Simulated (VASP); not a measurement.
# SnO2 (P4/mmm) in VASP: further runs, part 2 of 2

VASP 6.6.1. The steps go on from the part before.

### 4 Relaxation of cell and atoms, PBE

File INCAR:

```
ALGO = Normal
EDIFF = 1E-7
EDIFFG = -0.04
ENCUT = 600
GGA = PE
IBRION = 2
ISIF = 3
ISMEAR = 0
LASPH = T
LCHARG = F
LREAL = F
LWAVE = F
NELM = 60
NSW = 90
PREC = Accurate
SIGMA = 0.1
```

File KPOINTS:

```
k-points
0
Gamma
  6 6 6
```

File POSCAR:

```
SnO2
1.0
    3.5618080521      0.0000000000      0.0000000000
    0.0000000000      3.5618080521      0.0000000000
    0.0000000000      0.0000000000      2.8540659485
Sn O
1 2
Direct
    0.0000000000      0.0000000000      0.5000000000
    0.5000000000      0.0000000000      0.0000000000
    0.0000000000      0.5000000000      0.0000000000
```

Potentials or basis: VASP PAW PBE potentials, release 64 (Sn_d, O).

On the command line:

```
> cat potpaw_PBE.64/Sn_d/POTCAR potpaw_PBE.64/O/POTCAR > POTCAR
> mpirun -np 1 vasp_std > vasp.out
```

OUTCAR:

```text
EDIFF = 1E-7
   EDIFFG = -0.04
   ENCUT = 600
   GGA = PE
   IBRION = 2
   ISIF = 3
   ISMEAR = 0
   LASPH = T
   LREAL = F
   NELM = 60
   NSW = 90
   PREC = Accurate

 ion  position               nearest neighbor table
   1  0.000  0.000  0.500-   2 2.28   3 2.28   2 2.28   3 2.28   3 2.28   3 2.28   2 2.28   2 2.28

   2  0.500  0.000  0.000-   1 2.28   1 2.28   1 2.28   1 2.28
   3  0.000  0.500  0.000-   1 2.28   1 2.28   1 2.28   1 2.28

  LATTYP: Found a simple tetragonal cell.
 ALAT       =     3.5618080521
 C/A-ratio  =     0.8012969556

  Lattice vectors:

 A1 = (   3.5618080521,   0.0000000000,   0.0000000000)
 A2 = (   0.0000000000,   3.5618080521,   0.0000000000)
 A3 = (   0.0000000000,   0.0000000000,   2.8540659485)

Analysis of symmetry for initial positions (statically):
=====================================================================
 Subroutine PRICEL returns:
 Original cell was already a primitive cell.

 Routine SETGRP: Setting up the symmetry group for a
 simple tetragonal supercell.

 Subroutine GETGRP returns: Found 16 space group operations
 (whereof 16 operations were pure point group operations)
 out of a pool of 16 trial point group operations.

The static configuration has the point symmetry D_4h.

Analysis of symmetry for dynamics (positions and initial velocities):
=====================================================================
 Subroutine PRICEL returns:
 Original cell was already a primitive cell.

 Routine SETGRP: Setting up the symmetry group for a
 simple tetragonal supercell.

 Subroutine GETGRP returns: Found 16 space group operations
 (whereof 16 operations were pure point group operations)
 out of a pool of 16 trial point group operations.

The dynamic configuration has the point symmetry D_4h.

 Subroutine INISYM returns: Found 16 space group operations
 (whereof 16 operations are pure point group operations),
 and found     1 'primitive' translations

----------------------------------------------------------------------------------------
[... 118 lines left out ...]
  Thomas-Fermi vector in A             =   2.581781
   LORBIT       =      0    0 simple, 1 ext, 2 COOP (PROOUT), +10 PAW based schemes
   GGA     = PE    functional components
   LHFCALC =     F    Hartree Fock is set to
   AEXX    =    0.0000 exact exchange contribution
   IVDW    =     0    specifies the selected vdW correction
   LEPSILON=     F    determine dielectric tensor
   LRPA    =     F    only Hartree local field effects (RPA)
 conjugate gradient relaxation of ions
 non-spin polarized calculation
 Gauss-broadening in eV      SIGMA  =   0.10
  energy-cutoff  :      600.00
  volume of cell :       36.21
 maximum number of plane-waves:      1228
   NGX = 15   NGY = 15   NGZ = 11

 number of electron      26.0000024 magnetization

 Free energy of the ion-electron system (eV)
  ---------------------------------------------------
  ext. energy  EPLUGINS =         0.00000000
  ---------------------------------------------------
  free energy    TOTEN  =       -15.91017800 eV

  energy without entropy =      -15.90255589  energy(sigma->0) =      -15.90636694

 E-fermi :   7.2284     XC(G=0): -11.3487

 val. band max:        7.1965795149   @ k =   0.3333   0.3333   0.3333
 cond. band min:       7.2596227162   @ k =   0.3333   0.3333   0.5000
 fundamental gap:      0.0630432013
 Fermi energy:         7.2283900742

 k-point     1 :       0.0000    0.0000    0.0000
  band No.  band energies     occupation
      1     -14.9750      2.00000
      2     -14.8401      2.00000
      3     -14.4344      2.00000
      4     -14.3898      2.00000
      5     -14.3898      2.00000
      6     -12.4553      2.00000
[... 457 lines left out ...]
      4     -14.4469      2.00000
      5     -14.4389      2.00000
      6     -10.5592      2.00000
[... 9 lines left out ...]
     16      14.0804      0.00000
     17      14.6848      0.00000

 [... further k-points ...]

------------------------ aborting loop because EDIFF is reached ----------------------------------------

  FORCE on cell =-STRESS in cart. coord.  units (eV):
  Direction    XX          YY          ZZ          XY          YZ          ZX
  --------------------------------------------------------------------------------------
  -------------------------------------------------------------------------------------
  Total        0.0714193      0.0714193     -0.0246584      0.0000000      0.0000000      0.0000000
  in kB        3.1602483      3.1602483     -1.0911165      0.0000000      0.0000000      0.0000000
  external PRESSURE =       1.7431267 kB  Pullay stress =       0.0000000 kB

 VOLUME and BASIS-vectors are now :
 -----------------------------------------------------------------------------
  energy-cutoff  :      600.00
  volume of cell :       36.21
      direct lattice vectors                 reciprocal lattice vectors
     3.561808052  0.000000000  0.000000000     0.280756286  0.000000000  0.000000000
     0.000000000  3.561808052  0.000000000     0.000000000  0.280756286  0.000000000
     0.000000000  0.000000000  2.854065949     0.000000000  0.000000000  0.350377328

 POSITION                                       TOTAL-FORCE (eV/Angst)
 -----------------------------------------------------------------------------------
      0.00000      0.00000      1.42703         0.000000      0.000000      0.000000
      1.78090      0.00000      0.00000         0.000000      0.000000      0.000000
      0.00000      1.78090      0.00000         0.000000      0.000000      0.000000
 -----------------------------------------------------------------------------------
    total drift:                               -0.000000      0.000000     -0.000000

  FREE ENERGIE OF THE ION-ELECTRON SYSTEM (eV)
  ---------------------------------------------------
  free  energy   TOTEN  =       -15.9101780018 eV

  energy  without entropy=      -15.9025558877  energy(sigma->0) =      -15.90636694

 reached required accuracy - stopping structural energy minimisation
```

Run time: 11 s. Hardware: 1 thread of Intel Xeon 6975P-C (Granite Rapids), shared host; peak memory 0.16 GiB.

Results:

- Free energy: -15.9102 eV
- Pressure after relaxing: 0.2 GPa
- Band gap on the k mesh: zero (bands 13 and 14 overlap by 1.19 eV)

Final structure:
```yaml
crystal:
  lattice:
    - [3.56181, 0.00000, 0.00000]
    - [0.00000, 3.56181, 0.00000]
    - [0.00000, 0.00000, 2.85407]
  atoms:
    - { symbol: Sn, position: [0.00000, 0.00000, 0.50000] }
    - { symbol: O, position: [0.50000, 0.00000, 0.00000] }
    - { symbol: O, position: [0.00000, 0.50000, 0.00000] }
```

Levels at points of the mesh, in eV from the Fermi level:
```tsv
k point	band 10	band 11	band 12	band 13	band 14	band 15	band 16	band 17
(0.00, 0.00, 0.00)	-3.21	-3.20	-1.56	-0.88	-0.88	6.93	9.94	9.94
(0.50, 0.00, 0.00)	-2.79	-2.42	-2.01	-1.81	2.18	4.73	10.05	11.56
(0.50, 0.50, 0.00)	-1.77	-1.77	-1.09	0.26	4.32	4.69	4.69	10.12
(0.00, 0.00, 0.50)	-3.71	-3.13	-0.48	-0.48	2.06	4.67	5.39	5.39
(0.50, 0.00, 0.50)	-5.32	-2.96	-1.82	-1.65	2.17	5.97	6.53	7.04
(0.50, 0.50, 0.50)	-5.73	-3.91	-2.64	-1.27	0.44	7.08	8.38	9.63
```

Caveat: the k points lie up to 0.37 Å⁻¹ apart in the final cell, too coarse for converged energies and pressures of a metal; the relaxation stopped at its first step, so nothing moved; spin-orbit coupling is left out, which moves the levels of the heavy elements.

### 5 The runs side by side

| task | cell | k mesh | cutoff (eV) | gap on the mesh (eV) | pressure (GPa) |
| --- | --- | --- | --- | --- | --- |
| single point | a = 3.562, b = 3.562, c = 2.854 Å, 3 atoms | 6 × 6 × 4 | 520 | none | 0.5 |
| single point | a = 3.563, b = 3.563, c = 2.851 Å, 3 atoms | 6 × 6 × 6 | 520 | none | 0.4 |
| relaxation of cell and atoms | relaxed from a = 3.562, b = 3.562, c = 2.854 Å, 3 atoms | 6 × 6 × 6 | 600 | none | 0.2 |

Alike in all rows: level PBE; potentials or basis VASP PAW PBE potentials, release 64 (Sn_d, O); no spin polarisation; smearing gaussian 0.1 eV.

Caveats: all runs use coarse meshes; spin-orbit coupling is left out, which moves the levels of the heavy elements; the relaxation stopped at its first step, so nothing moved (at least some runs).

Total energies depend on the potentials used, so only differences within one code and one set of settings carry meaning.
